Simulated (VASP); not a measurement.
Gd, 2 atoms in the cell. Symmetry: P6_3/mmc, No. 194, hexagonal system. Conventional cell: a = 3.636 Å, b = 3.636 Å, c = 5.783 Å, α = 90.00°, β = 90.00°, γ = 120.00°. Within 4.7 Å of Gd (site symmetry -6m2) lie 12 Gd at 3.57 to 3.64 Å. 

| Quantity | Value |
| --- | --- |
| Program | VASP 6.6.1 |
| Task | single point |
| Functional | r2SCAN |
| Potentials or basis | VASP PAW PBE potentials, release 64 (Gd) |
| Cutoff | 520 eV |
| k mesh | 9 × 9 × 5 |
| Occupations | fermi-dirac, width 0.05 eV |
| Spin | collinear spin, ferromagnetic start |
| Starting moments | [7.0, 7.0] μB |
| Hubbard terms | Gd f U = 2.0 eV |
| Dipole correction | no |
| Further INCAR settings | ALGO = Normal; EDIFF = 1e-06; NBANDS = 29 |

Potentials or basis: VASP PAW PBE potentials, release 64 (Gd).

Command:

```console
$ cat potpaw_PBE.64/Gd/POTCAR > POTCAR
$ cp INCAR.step1 INCAR
$ mpirun -np 1 vasp_std > vasp.out
$ cp INCAR.step2 INCAR
$ mpirun -np 1 vasp_std > vasp.out
```

Hardware: 1 thread of Intel Xeon 8259CL (shared host).

**Question.** How long does it take, and how much memory?

**Answer.** It took 16 min on 1 thread of Intel Xeon 8259CL (shared host), peak memory 0.31 GiB. Counts: k points 36.
